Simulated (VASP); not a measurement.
Wanted: the native input for a VASP 6.6.1 run.

| Property | Result |
| --- | --- |
| Task | single point |
| Functional | LDA |
| Potentials or basis | VASP PAW LDA potentials, release 64 (H, Cr_pv, Sr_sv) |
| Cutoff | 520 eV |
| k mesh | 6 × 6 × 5 |
| Occupations | fermi-dirac, width 0.1252 eV |
| Spin | collinear spin, antiferromagnetic start |
| Starting moments | [0.04, -0.04, -2.97, 2.97, 0.0] μB |
| Hubbard terms | Cr d U = 3.57 eV |
| Dipole correction | no |
| Further INCAR settings | ALGO = Normal; EDIFF = 1e-06; NBANDS = 30; ISYM = 0 |

The structure of SrCr2H2 lies in POSCAR:

```
SrCr2H2
1.0
    2.2199977000      3.8451441000      0.0000000000
   -2.2199977000      3.8451441000      0.0000000000
    0.0000000000      0.0000000000      4.6323985700
H Cr Sr
2 2 1
Direct
    0.3333000000      0.3334000000      0.0976000000
    0.6667000000      0.6666000000      0.9024000000
    0.3333000000      0.3334000000      0.4589000000
    0.6667000000      0.6666000000      0.5411000000
    0.0000000000      0.0000000000      0.0000000000
```

One way to write it, as run:

INCAR

```
SYSTEM = SrCr2H2
PREC = Accurate ; ENCUT = 520
EDIFF = 1E-6 ; ISMEAR = -1
SIGMA = 0.1252 ; LREAL = .FALSE.
LASPH = .TRUE. ; NELM = 150
ALGO = Normal ; ISIF = 2
LWAVE = .FALSE. ; LCHARG = .TRUE.
ISPIN = 2 ; MAGMOM = 0.04 -0.04 -2.97 2.97 0
LORBIT = 11 ; LMAXMIX = 4
LDAU = .TRUE. ; LDAUTYPE = 2
LDAUL = -1 2 -1 ; LDAUU = 0 3.57 0
LDAUJ = 0 0 0 ; LDAUPRINT = 1
LELF = .TRUE. ; LVHAR = .TRUE.
ISYM = 0 ; NBANDS = 30
```

KPOINTS

```
Automatic mesh
0
G
  6 6 5
  0 0 0
```

Potentials or basis: VASP PAW LDA potentials, release 64 (H, Cr_pv, Sr_sv).

Launch:

```sh
$ cat potpaw_LDA.64/H/POTCAR potpaw_LDA.64/Cr_pv/POTCAR potpaw_LDA.64/Sr_sv/POTCAR > POTCAR
$ mpirun -np 1 vasp_std > vasp.out
```

It gave:

```yaml
Pressure: 1.2 GPa
Largest_force: 0.990 eV/Å
Band_gap_on_the_k_mesh: zero (filled and empty bands overlap)
Net_moment: 0.00 μB per cell
Site_moments: H +0.03, -0.03; Cr -3.83, +3.83; Sr +0.00 μB
Valence_electrons_inside_the_program's_atomic_spheres: H 0.54; Cr 10.78; Sr 8.02
```

Caveat: the U is typed as a test and isn't derived for this compound.

Run time: 4.3 min on 1 thread of Intel(R) Xeon(R) Platinum 8488C (Sapphire Rapids) (shared host), peak memory 0.43 GiB.
